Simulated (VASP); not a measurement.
# TlBr (Pm-3m) in VASP: notebook

The runs below take TlBr through single point, with PBE.

Program: VASP 6.6.1. These are calculated values, not measurements. Logs are shortened: lines on timing, memory, paths and dates and some standing lists are left out, and cuts for length are marked.

**1. The cell of the first run**

Symmetry: Pm-3m, No. 221, cubic system. The conventional cell has a = 3.995 Å, b = 3.995 Å, c = 3.995 Å, α = 90.00°, β = 90.00°, γ = 90.00°. Tl (site symmetry m-3m) has 8 Br at 3.46 Å and 6 Tl at 3.99 Å within 4.5 Å. Within 4.5 Å of Br (site symmetry m-3m) lie 8 Tl at 3.46 Å and 6 Br at 3.99 Å.

**2. Single point, PBE**

Contents of INCAR:

```
SYSTEM = TlBr
  PREC = Accurate
  ENCUT = 500
  EDIFF = 1E-6
  ISMEAR = 0
  SIGMA = 0.01
  LREAL = .False.
  LASPH = .True.
  NELM = 120
  ALGO = Normal
  ISIF = 2
  LWAVE = .False.
  LCHARG = .False.
  GGA = PE
  NBANDS = 17
  GGA_COMPAT = .False.
```

Contents of KPOINTS:

```
regular mesh
0
Gamma
  2 2 2
  0 0 0
```

Contents of POSCAR:

```
TlBr
1.0
    3.9949064678      0.0000000000      0.0000000000
    0.0000000000      3.9949064678      0.0000000000
    0.0000000000      0.0000000000      3.9949064678
Tl Br
1 1
Direct
    0.0000000000      0.0000000000      0.0000000000
    0.5000000000      0.5000000000      0.5000000000
```

Potentials or basis: VASP PAW PBE potentials, release 64 (Tl_d, Br).

Command:

```sh
> cat potpaw_PBE.64/Tl_d/POTCAR potpaw_PBE.64/Br/POTCAR > POTCAR
> mpirun -np 1 vasp_std > vasp.out
```

OUTCAR:

```text
SYSTEM = TlBr
   PREC = Accurate
   ENCUT = 500
   EDIFF = 1E-6
   ISMEAR = 0
   LREAL = .False.
   LASPH = .True.
   NELM = 120
   ISIF = 2
   GGA = PE

 ion  position               nearest neighbor table
   1  0.000  0.000  0.000-   2 3.46   2 3.46   2 3.46   2 3.46   2 3.46   2 3.46   2 3.46   2 3.46

   2  0.500  0.500  0.500-   1 3.46   1 3.46   1 3.46   1 3.46   1 3.46   1 3.46   1 3.46   1 3.46

  LATTYP: Found a simple cubic cell.
 ALAT       =     3.9949064678

  Lattice vectors:

 A1 = (   3.9949064678,   0.0000000000,   0.0000000000)
 A2 = (   0.0000000000,   3.9949064678,   0.0000000000)
 A3 = (   0.0000000000,   0.0000000000,   3.9949064678)

Analysis of symmetry for initial positions (statically):
=====================================================================
 Subroutine PRICEL returns:
 Original cell was already a primitive cell.

 Routine SETGRP: Setting up the symmetry group for a
 simple cubic supercell.

 Subroutine GETGRP returns: Found 48 space group operations
 (whereof 48 operations were pure point group operations)
 out of a pool of 48 trial point group operations.

The static configuration has the point symmetry O_h .

Analysis of symmetry for dynamics (positions and initial velocities):
=====================================================================
 Subroutine PRICEL returns:
 Original cell was already a primitive cell.

 Routine SETGRP: Setting up the symmetry group for a
 simple cubic supercell.

 Subroutine GETGRP returns: Found 48 space group operations
 (whereof 48 operations were pure point group operations)
 out of a pool of 48 trial point group operations.

The dynamic configuration has the point symmetry O_h .

 Subroutine INISYM returns: Found 48 space group operations
 (whereof 48 operations are pure point group operations),
 and found     1 'primitive' translations

----------------------------------------------------------------------------------------

                                     Primitive cell

  volume of cell :      63.7558

  direct lattice vectors                    reciprocal lattice vectors
     3.994906468  0.000000000  0.000000000     0.250318752  0.000000000  0.000000000
     0.000000000  3.994906468  0.000000000     0.000000000  0.250318752  0.000000000
     0.000000000  0.000000000  3.994906468     0.000000000  0.000000000  0.250318752

  length of vectors
     3.994906468  3.994906468  3.994906468     0.250318752  0.250318752  0.250318752

[... 51 lines left out ...]
   ISTART =      0    job   : 0-new  1-cont  2-samecut
   ICHARG =      2    charge: 1-file 2-atom 10-const
   ISPIN  =      1    spin polarized calculation?
   LNONCOLLINEAR =      F non collinear calculations
   LSORBIT =      F    spin-orbit coupling
   LASPH  =      T    aspherical Exc in radial PAW
   ENCUT  =  500.0 eV  36.75 Ry    6.06 a.u.   7.28  7.28  7.28*2*pi/ulx,y,z
   NELM   =    120;   NELMIN=  2; NELMDL= -5     # of ELM steps
   EDIFF  = 0.1E-05   stopping-criterion for ELM
   LREAL  =      F    real-space projection
[... 7 lines left out ...]
   TEBEG  =    0.0;   TEEND  =   0.0 temperature during run
   PSTRESS=    0.0 pullay stress
   NELECT =      20.0000    total number of electrons
   NUPDOWN=      -1.0000    fix difference up-down
   EMIN   =  10.00;   EMAX   =-10.00  energy-range for DOS
   EFERMI =   0.00;   METHOD = LEGACY
   ISMEAR =     0;   SIGMA  =   0.01  broadening in eV -4-tet -1-fermi 0-gaus
   EFERMI_NEDOS =   21; number of points for ismear=-14 and -15
   IALGO  =     38    algorithm
   IMIX   =      4    mixing-type and parameters
     AMIX     =   0.40;   BMIX     =  1.00
     AMIX_MAG =   1.60;   BMIX_MAG =  1.00
  volume/ion in A,a.u.               =      31.88       215.12
  Fermi-wavevector in a.u.,A,eV,Ry     =   1.112359  2.102053 16.835060  1.237342
  Thomas-Fermi vector in A             =   2.248932
   LORBIT       =      0    0 simple, 1 ext, 2 COOP (PROOUT), +10 PAW based schemes
   GGA     = PE    functional components
   LHFCALC =     F    Hartree Fock is set to
   AEXX    =    0.0000 exact exchange contribution
   IVDW    =     0    specifies the selected vdW correction
   LEPSILON=     F    determine dielectric tensor
   LRPA    =     F    only Hartree local field effects (RPA)
 non-spin polarized calculation
 Gauss-broadening in eV      SIGMA  =   0.01
  energy-cutoff  :      500.00
  volume of cell :       63.76
 maximum number of plane-waves:      1647
 NGX is ok and might be reduce to    30
   NGX = 15   NGY = 15   NGZ = 15

 number of electron      20.0000006 magnetization

 Free energy of the ion-electron system (eV)
  ---------------------------------------------------
  ext. energy  EPLUGINS =         0.00000000
  ---------------------------------------------------
  free energy    TOTEN  =        -5.06138786 eV

  energy without entropy =       -5.06138786  energy(sigma->0) =       -5.06138786

 E-fermi :   2.5312     XC(G=0):  -8.8551

 val. band max:        2.4267340821   @ k =   0.5000   0.0000   0.0000
 cond. band min:       4.1844348397   @ k =   0.5000   0.0000   0.0000
 fundamental gap:      1.7577007575
 Fermi energy:         2.5311715182

 k-point     1 :       0.0000    0.0000    0.0000
  band No.  band energies     occupation
      1     -11.1063      2.00000
      2      -7.8901      2.00000
      3      -7.8901      2.00000
      4      -7.7173      2.00000
      5      -7.7173      2.00000
      6      -7.7173      2.00000
[... 57 lines left out ...]
      4      -7.8428      2.00000
      5      -7.6685      2.00000
      6      -7.6685      2.00000
[... 9 lines left out ...]
     16      15.1807      0.00000
     17      18.5029      0.00000

------------------------ aborting loop because EDIFF is reached ----------------------------------------

  FORCE on cell =-STRESS in cart. coord.  units (eV):
  Direction    XX          YY          ZZ          XY          YZ          ZX
  --------------------------------------------------------------------------------------
  -------------------------------------------------------------------------------------
  Total        1.6798427      1.6798427      1.6798427      0.0000000      0.0000000      0.0000000
  in kB       42.2142774     42.2142774     42.2142774      0.0000000      0.0000000      0.0000000
  external PRESSURE =      42.2142774 kB  Pullay stress =       0.0000000 kB

 VOLUME and BASIS-vectors are now :
 -----------------------------------------------------------------------------
  energy-cutoff  :      500.00
  volume of cell :       63.76
      direct lattice vectors                 reciprocal lattice vectors
     3.994906468  0.000000000  0.000000000     0.250318752  0.000000000  0.000000000
     0.000000000  3.994906468  0.000000000     0.000000000  0.250318752  0.000000000
     0.000000000  0.000000000  3.994906468     0.000000000  0.000000000  0.250318752

 POSITION                                       TOTAL-FORCE (eV/Angst)
 -----------------------------------------------------------------------------------
      0.00000      0.00000      0.00000         0.000000      0.000000      0.000000
      1.99745      1.99745      1.99745         0.000000      0.000000      0.000000
 -----------------------------------------------------------------------------------
    total drift:                               -0.000000     -0.000000     -0.000000

  FREE ENERGIE OF THE ION-ELECTRON SYSTEM (eV)
  ---------------------------------------------------
  free  energy   TOTEN  =        -5.0613878625 eV

  energy  without entropy=       -5.0613878625  energy(sigma->0) =       -5.06138786
```

OSZICAR:

```text
N       E                     dE             d eps       ncg     rms          rms(c)
DAV:   1     0.101550246653E+03    0.10155E+03   -0.94373E+03   144   0.990E+02
DAV:   2    -0.153600613657E+01   -0.10309E+03   -0.98591E+02   181   0.225E+02
DAV:   3    -0.542975150462E+01   -0.38937E+01   -0.38880E+01   150   0.385E+01
DAV:   4    -0.545288302648E+01   -0.23132E-01   -0.23129E-01   173   0.351E+00
DAV:   5    -0.545310567741E+01   -0.22265E-03   -0.22265E-03   173   0.325E-01    0.257E+00
DAV:   6    -0.511133847017E+01    0.34177E+00   -0.41337E-01   136   0.310E+00    0.159E+00
DAV:   7    -0.506025535730E+01    0.51083E-01   -0.23580E-01   138   0.189E+00    0.916E-01
DAV:   8    -0.506147112684E+01   -0.12158E-02   -0.16875E-02   140   0.872E-01    0.164E-01
DAV:   9    -0.506121244235E+01    0.25868E-03   -0.15541E-03   146   0.201E-01    0.841E-02
DAV:  10    -0.506137601424E+01   -0.16357E-03   -0.26018E-04   140   0.884E-02    0.171E-02
DAV:  11    -0.506138733574E+01   -0.11321E-04   -0.24545E-05   155   0.350E-02    0.758E-03
DAV:  12    -0.506138786255E+01   -0.52681E-06   -0.29411E-06   154   0.798E-03
   1 F= -.50613879E+01 E0= -.50613879E+01  d E =-.904032E-50
```

Run time: 4.9 s. Hardware: 1 thread of AMD EPYC 7R13 (Zen 3), shared host; peak memory 0.13 GiB.

Results:

```yaml
Free_energy: -5.0614 eV
Pressure: 4.2 GPa
Band_gap_on_the_k_mesh: 1.76 eV
```

Caveat: the k points lie up to 0.79 Å⁻¹ apart; spin-orbit coupling is left out, which moves the levels of the heavy elements.

**3. Single point, PBE**

Contents of INCAR:

```
PREC = Accurate ; ENCUT = 500
EDIFF = 1E-6 ; ISMEAR = 0
SIGMA = 0.01 ; LREAL = F
LASPH = T ; NELM = 120
ALGO = Normal ; ISIF = 2
LWAVE = F ; LCHARG = F
GGA = PE ; NBANDS = 17
GGA_COMPAT = F
```

Contents of KPOINTS:

```
regular mesh
0
Gamma
  2 2 2
```

POSCAR is that of step 2.

Potentials or basis: VASP PAW PBE potentials, release 64 (Tl_d, Br).

Command:

```sh
> cat potpaw_PBE.64/Tl_d/POTCAR potpaw_PBE.64/Br/POTCAR > POTCAR
> mpirun -np 1 vasp_std > vasp.out
```

OUTCAR:

```text
PREC = Accurate
   ENCUT = 500
   EDIFF = 1E-6
   ISMEAR = 0
   LREAL = F
   LASPH = T
   NELM = 120
   ISIF = 2
   GGA = PE

 ion  position               nearest neighbor table
   1  0.000  0.000  0.000-   2 3.46   2 3.46   2 3.46   2 3.46   2 3.46   2 3.46   2 3.46   2 3.46

   2  0.500  0.500  0.500-   1 3.46   1 3.46   1 3.46   1 3.46   1 3.46   1 3.46   1 3.46   1 3.46

  LATTYP: Found a simple cubic cell.
 ALAT       =     3.9949064678

  Lattice vectors:

 A1 = (   3.9949064678,   0.0000000000,   0.0000000000)
 A2 = (   0.0000000000,   3.9949064678,   0.0000000000)
 A3 = (   0.0000000000,   0.0000000000,   3.9949064678)

Analysis of symmetry for initial positions (statically):
=====================================================================
 Subroutine PRICEL returns:
 Original cell was already a primitive cell.

 Routine SETGRP: Setting up the symmetry group for a
 simple cubic supercell.

 Subroutine GETGRP returns: Found 48 space group operations
 (whereof 48 operations were pure point group operations)
[... 140 lines left out ...]
  free energy    TOTEN  =        -5.06138786 eV

  energy without entropy =       -5.06138786  energy(sigma->0) =       -5.06138786

 E-fermi :   2.5312     XC(G=0):  -8.8551

 val. band max:        2.4267340821   @ k =   0.5000   0.0000   0.0000
 cond. band min:       4.1844348397   @ k =   0.5000   0.0000   0.0000
 fundamental gap:      1.7577007575
 Fermi energy:         2.5311715182

 k-point     1 :       0.0000    0.0000    0.0000
  band No.  band energies     occupation
      1     -11.1063      2.00000
      2      -7.8901      2.00000
      3      -7.8901      2.00000
      4      -7.7173      2.00000
      5      -7.7173      2.00000
      6      -7.7173      2.00000
[... 57 lines left out ...]
      4      -7.8428      2.00000
      5      -7.6685      2.00000
      6      -7.6685      2.00000
[... 9 lines left out ...]
     16      15.1807      0.00000
     17      18.5029      0.00000

------------------------ aborting loop because EDIFF is reached ----------------------------------------

  FORCE on cell =-STRESS in cart. coord.  units (eV):
  Direction    XX          YY          ZZ          XY          YZ          ZX
  --------------------------------------------------------------------------------------
  -------------------------------------------------------------------------------------
  Total        1.6798427      1.6798427      1.6798427      0.0000000      0.0000000      0.0000000
  in kB       42.2142774     42.2142774     42.2142774      0.0000000      0.0000000      0.0000000
  external PRESSURE =      42.2142774 kB  Pullay stress =       0.0000000 kB

 VOLUME and BASIS-vectors are now :
 -----------------------------------------------------------------------------
  energy-cutoff  :      500.00
  volume of cell :       63.76
      direct lattice vectors                 reciprocal lattice vectors
     3.994906468  0.000000000  0.000000000     0.250318752  0.000000000  0.000000000
     0.000000000  3.994906468  0.000000000     0.000000000  0.250318752  0.000000000
     0.000000000  0.000000000  3.994906468     0.000000000  0.000000000  0.250318752

 POSITION                                       TOTAL-FORCE (eV/Angst)
 -----------------------------------------------------------------------------------
      0.00000      0.00000      0.00000         0.000000      0.000000      0.000000
      1.99745      1.99745      1.99745         0.000000      0.000000      0.000000
 -----------------------------------------------------------------------------------
    total drift:                               -0.000000     -0.000000     -0.000000

  FREE ENERGIE OF THE ION-ELECTRON SYSTEM (eV)
  ---------------------------------------------------
  free  energy   TOTEN  =        -5.0613878625 eV

  energy  without entropy=       -5.0613878625  energy(sigma->0) =       -5.06138786
```

OSZICAR:

```text
N       E                     dE             d eps       ncg     rms          rms(c)
DAV:   1     0.101550246653E+03    0.10155E+03   -0.94373E+03   144   0.990E+02
DAV:   2    -0.153600613657E+01   -0.10309E+03   -0.98591E+02   181   0.225E+02
DAV:   3    -0.542975150462E+01   -0.38937E+01   -0.38880E+01   150   0.385E+01
DAV:   4    -0.545288302648E+01   -0.23132E-01   -0.23129E-01   173   0.351E+00
DAV:   5    -0.545310567741E+01   -0.22265E-03   -0.22265E-03   173   0.325E-01    0.257E+00
DAV:   6    -0.511133847017E+01    0.34177E+00   -0.41337E-01   136   0.310E+00    0.159E+00
DAV:   7    -0.506025535730E+01    0.51083E-01   -0.23580E-01   138   0.189E+00    0.916E-01
DAV:   8    -0.506147112684E+01   -0.12158E-02   -0.16875E-02   140   0.872E-01    0.164E-01
DAV:   9    -0.506121244235E+01    0.25868E-03   -0.15541E-03   146   0.201E-01    0.841E-02
DAV:  10    -0.506137601424E+01   -0.16357E-03   -0.26018E-04   140   0.884E-02    0.171E-02
DAV:  11    -0.506138733574E+01   -0.11321E-04   -0.24545E-05   155   0.350E-02    0.758E-03
DAV:  12    -0.506138786255E+01   -0.52681E-06   -0.29411E-06   154   0.798E-03
   1 F= -.50613879E+01 E0= -.50613879E+01  d E =-.904032E-50
```

Run time: 5.1 s. Hardware: 1 thread of AMD EPYC 7R13 (Zen 3), shared host; peak memory 0.13 GiB.

What came out:

```yaml
Free_energy: -5.0614 eV
Pressure: 4.2 GPa
Band_gap_on_the_k_mesh: 1.76 eV
```

Levels at points of the mesh, in eV from the valence-band top:
```
           k point  band 6  band 7  band 8  band 9  band 10  band 11  band 12  band 13  band 14  band 15
(0.00, 0.00, 0.00)  -10.14   -4.81   -1.19   -1.19    -1.19     6.98     6.98     7.04     7.04     7.04
(0.50, 0.00, 0.00)  -10.14   -5.62   -0.68   -0.68     0.00     1.76     5.60     5.60     8.01    10.27
(0.50, 0.50, 0.00)  -10.10   -3.95   -2.84   -2.84    -0.59     4.77     4.77     7.14     7.66    10.19
(0.50, 0.50, 0.50)  -10.10   -2.99   -1.80   -1.80    -1.80     2.03     2.03     2.03    12.75    12.75
```

Caveat: the k points lie up to 0.79 Å⁻¹ apart; spin-orbit coupling is left out, which moves the levels of the heavy elements. A k mesh can miss the band edges.
